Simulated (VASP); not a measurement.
A run of VASP 6.6.1 is set up as follows.

File INCAR:

```
SYSTEM = MnS
PREC = Accurate
ENCUT = 600
EDIFF = 1E-6
ISMEAR = -1
SIGMA = 0.05
LREAL = .FALSE.
LASPH = .TRUE.
NELM = 150
ALGO = Normal
ISIF = 3
LWAVE = .FALSE.
LCHARG = .FALSE.
ISPIN = 2
MAGMOM = 4 0
LORBIT = 11
LMAXMIX = 4
GGA = RP
IVDW = 13
IBRION = 2
NSW = 80
EDIFFG = -0.005
```

The input KPOINTS:

```
Automatic mesh
0
G
  9 9 9
  0 0 0
```

Contents of POSCAR:

```
MnS
1.0
    0.0000000000      2.6045000000      2.6045000000
    2.6045000000      0.0000000000      2.6045000000
    2.6045000000      2.6045000000      0.0000000000
Mn S
1 1
Direct
    0.0000000000      0.0000000000      0.0000000000
    0.5000000000      0.5000000000      0.5000000000
```

Potentials or basis: VASP PAW PBE potentials, release 64 (Mn_pv, S).

Run with:

```bash
$ cat potpaw_PBE.64/Mn_pv/POTCAR potpaw_PBE.64/S/POTCAR > POTCAR
$ mpirun -np 1 vasp_std > vasp.out
```

**Question.** What does it give for the dispersion energy per atom?

**Answer.** -0.943 eV.

**Question.** Predict the relaxed cell.

**Answer.** a = 3.501 Å, b = 3.501 Å, c = 3.501 Å, α = 60.00°, β = 60.00°, γ = 60.00°.

**Question.** What does it give for the net moment?

**Answer.** 4.24 μB per cell.

Step by step:
| step | energy change (eV) | largest force (eV/Å) | pressure (GPa) | volume (Å³) |
| --- | --- | --- | --- | --- |
| 1 | 0.0000 | 0.0000 | -6.57 | 35.33 |
| 2 | -0.0940 | 0.0000 | -1.89 | 31.76 |
| 3 | -0.1018 | 0.0000 | -0.10 | 30.41 |
| 4 | -0.1018 | 0.0000 | 0.08 | 30.31 |
| 5 | -0.1018 | 0.0000 | -0.04 | 30.35 |

Caveat: the PAW data sets were made with another functional, which shifts forces and pressure a little; a cell with one magnetic atom can't hold antiferromagnetic order, which such compounds often take.
